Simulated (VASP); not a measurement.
A run of VASP 6.6.1 is set up as follows.

INCAR

```
SYSTEM = SiMo3
  ALGO = Fast
  EDIFF = 1E-7
  ENCUT = 520
  GGA = PS
  ISIF = 2
  ISMEAR = 0
  LASPH = .TRUE.
  LCHARG = .FALSE.
  LREAL = .FALSE.
  LWAVE = .FALSE.
  NBANDS = 56
  NELM = 60
  PREC = Accurate
  SIGMA = 0.1
```

The input KPOINTS:

```
k-points
0
G
  8 8 8
  0 0 0
```

File POSCAR:

```
SiMo3
1.0
    4.8615851670      0.0000000000      0.0000000000
    0.0000000000      4.8615851670      0.0000000000
    0.0000000000      0.0000000000      4.8615851670
Si Mo
2 6
Direct
    0.0000000000      0.0000000000      0.0000000000
    0.5000000000      0.5000000000      0.5000000000
    0.2500000000      0.0000000000      0.5000000000
    0.5000000000      0.7500000000      0.0000000000
    0.7500000000      0.0000000000      0.5000000000
    0.5000000000      0.2500000000      0.0000000000
    0.0000000000      0.5000000000      0.7500000000
    0.0000000000      0.5000000000      0.2500000000
```

Potentials or basis: VASP PAW PBE potentials, release 64 (Si, Mo_sv).

Command:

```bash
$ cat potpaw_PBE.64/Si/POTCAR potpaw_PBE.64/Mo_sv/POTCAR > POTCAR
$ mpirun -np 1 vasp_std > vasp.out
```

**Question.** What does it give for the pressure?

**Answer.** 0.6 GPa.

**Question.** Predict the band gap on the k mesh.

**Answer.** Zero (bands 46 and 47 overlap by 2.48 eV).

Caveat: the PAW data sets were made with another functional, which shifts forces and pressure a little.
